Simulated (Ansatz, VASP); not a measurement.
# One calculation of CsSnI3, two programs

Contents of INCAR:

```
SYSTEM = CsSnI3
  PREC = Accurate
  ENCUT = 520
  EDIFF = 1E-6
  ISMEAR = -1
  SIGMA = 0.05
  LREAL = .False.
  LASPH = .True.
  NELM = 100
  ALGO = Normal
  ISIF = 2
  LWAVE = .False.
  LCHARG = .False.
  NBANDS = 30
```

The input KPOINTS:

```
regular mesh
0
Gamma
  5 5 5
  0 0 0
```

Contents of POSCAR:

```
CsSnI3
1.0
    6.2873633123      0.0000000000      0.0000000000
    0.0000000000      6.2873633123      0.0000000000
    0.0000000000      0.0000000000      6.2873633123
Cs I Sn
1 3 1
Direct
    0.0000000000      0.0000000000      0.0000000000
    0.5000000000      0.5000000000      0.0000000000
    0.5000000000      0.0000000000      0.5000000000
    0.0000000000      0.5000000000      0.5000000000
    0.5000000000      0.5000000000      0.5000000000
```

The input input.yaml:

```yaml
crystal:
  lattice:
    - [6.2873633123, 0.0, 0.0]
    - [0.0, 6.2873633123, 0.0]
    - [0.0, 0.0, 6.2873633123]
  atoms:
    - { symbol: Cs, position: [0.0, 0.0, 0.0] }
    - { symbol: I, position: [0.5, 0.5, 0.0] }
    - { symbol: I, position: [0.5, 0.0, 0.5] }
    - { symbol: I, position: [0.0, 0.5, 0.5] }
    - { symbol: Sn, position: [0.5, 0.5, 0.5] }
kpoints:
  mp_grid: { grid: [5, 5, 5] }
scf:
  occupations: { method: fermi_dirac, width: 0.05 }
hamiltonian:
  xc: lda
  pseudopotentials: { kind: all_electron, lapw: { basis_error: 0.002 } }
output:
  forces: true
  stress: true
  eigenvalues: true
```

Change from the starting cell: volume scaled by 1.04.

Alike in both runs: task single point; functional LDA; k mesh 5 × 5 × 5; occupations fermi-dirac, width 0.05 eV; no spin polarisation.

|  | VASP | Ansatz |
| --- | --- | --- |
| version | VASP 6.6.1 | Ansatz 0.2.0 |
| potentials or method | VASP PAW LDA potentials, release 64 (Cs_sv, I, Sn_d), cutoff 520 eV | all-electron LAPW, scalar-relativistic |

|  | VASP | Ansatz | Ansatz less VASP |
| --- | --- | --- | --- |
| gap on the k mesh at the Fermi level (eV) | 1.76 | 1.78 | +0.013 |
| least direct gap on the mesh (eV) | 1.76 | 1.78 | +0.013 |
| pressure (GPa) | -2.0 | -2.0 | +0.01 |

LDA's correlation is that of Perdew and Zunger in VASP and of Perdew and Wang (1992) in Ansatz. Ansatz ran all-electron here, and VASP with PAW potentials.

Spin-orbit coupling is off throughout.
